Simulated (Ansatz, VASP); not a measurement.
Ag in VASP and in Ansatz

```
CELL_PARAMETERS angstrom
2.88620 0.00000 0.00000
-1.44310 2.49952 0.00000
0.00000 0.00000 10.00000
ATOMIC_POSITIONS crystal
Ag 0.33333 0.66667 0.25000
Ag 0.66667 0.33333 0.75000
Ag 0.00000 0.00000 0.00000
Ag 0.00000 0.00000 0.50000
```

Alike in both runs: task relaxation of cell and atoms; functional PBEsol; k mesh 13 × 13 × 3; occupations fermi-dirac, width 0.1 eV; no spin polarisation.

```csv
,VASP,Ansatz
version,VASP 6.6.1,Ansatz 0.2.0
potentials or method,"VASP PAW PBE potentials, release 64 (Ag), cutoff 600 eV","plane waves (420 eV) with PAW, scalar-relativistic"
valence electrons in the cell,44,76
```

Ansatz gave:

| Item | Value |
| --- | --- |
| relaxed volume (Å³/atom) | 16.65 |
| relaxed cell length with the largest relative difference (Å) | 2.854 |

Task: Which values does VASP return?

Result: Relaxed volume (Å³/atom): 16.63; relaxed cell length with the largest relative difference (Å): 2.853.

VASP's potentials were made for PBE, not for PBEsol, and Ansatz warns of the same on its side. VASP's potentials hold 44 valence electrons a cell and Ansatz's 76, so a difference there can come from the potentials and not from the codes.
